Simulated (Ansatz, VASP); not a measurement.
## SnO2 in VASP and in Ansatz

INCAR

```
ALGO     = Normal         # electronic algorithm
EDIFF    = 1E-7           # SCF threshold, eV
ENCUT    = 520            # plane-wave cutoff, eV
GGA      = CA             # functional
ISIF     = 2              # what is computed and relaxed
ISMEAR   = 0              # smearing method
LASPH    = T              # aspherical terms in the spheres
LCHARG   = F              # write CHGCAR
LREAL    = F              # projectors in reciprocal space
LWAVE    = F              # write WAVECAR
NBANDS   = 35             # bands
NELM     = 60             # most SCF steps
PREC     = Accurate       # precision mode
SIGMA    = 0.05           # smearing width, eV
```

Contents of KPOINTS:

```
k-points
0
Gamma
  10 10 10
```

The input POSCAR:

```
SnO2
1.0
   -2.1450020794      2.1450020794      5.2937745019
    2.1450020794     -2.1450020794      5.2937745019
    2.1450020794      2.1450020794     -5.2937745019
Sn O
2 4
Direct
    0.7500000000      0.2500000000      0.5000000000
    0.0000000000      0.0000000000      0.0000000000
    0.7969975834      0.7969975834      0.0000000000
    0.9530024166      0.4530024166      0.5000000000
    0.2030024166      0.2030024166      0.0000000000
    0.5469975834      0.0469975834      0.5000000000
```

Input for Ansatz:

```yaml
crystal:
  lattice:
    - [-2.1450020794, 2.1450020794, 5.2937745019]
    - [2.1450020794, -2.1450020794, 5.2937745019]
    - [2.1450020794, 2.1450020794, -5.2937745019]
  atoms:
    - { symbol: Sn, position: [0.75, 0.25, 0.5] }
    - { symbol: Sn, position: [0.0, 0.0, 0.0] }
    - { symbol: O, position: [0.7969975834, 0.7969975834, 0.0] }
    - { symbol: O, position: [0.9530024166, 0.4530024166, 0.5] }
    - { symbol: O, position: [0.2030024166, 0.2030024166, 0.0] }
    - { symbol: O, position: [0.5469975834, 0.0469975834, 0.5] }
basis:
  ecutwfc: 420
kpoints:
  mp_grid: { grid: [10, 10, 10] }
hamiltonian:
  xc: lda
scf:
  occupations: { method: gaussian, width: 0.05 }
output:
  forces: true
  stress: true
  eigenvalues: true
```

Change from the starting cell: strain +0.080 along x and y, +0.040 along z, atoms carried along.

Alike in both runs: task single point; functional LDA; k mesh 10 × 10 × 10; occupations gaussian, width 0.05 eV; no spin polarisation.

|  | VASP | Ansatz |
| --- | --- | --- |
| version | VASP 6.6.1 | Ansatz 0.2.0 |
| potentials or method | VASP PAW LDA potentials, release 64 (Sn_d, O), cutoff 520 eV | scalar-relativistic, plane waves, PAW |
| valence electrons in the cell | 52 | 52 |

|  | VASP | Ansatz | Ansatz less VASP |
| --- | --- | --- | --- |
| gap on the k mesh at the Fermi level (eV) | 0.20 | 0.19 | -0.012 |
| least direct gap on the mesh (eV) | 0.48 | 0.46 | -0.014 |
| pressure (GPa) | -21.3 | -21.7 | -0.34 |
| traceless stress, the component that is largest in VASP (GPa) | -1.33 | -1.62 | -0.291 |
| rms of the force components (eV/Å) | 0.352 | 0.368 | +0.0158 |

LDA's correlation is that of Perdew and Zunger in VASP and of Perdew and Wang (1992) in Ansatz. Atom by atom the forces differ by 0.016 eV/Å (rms over components).
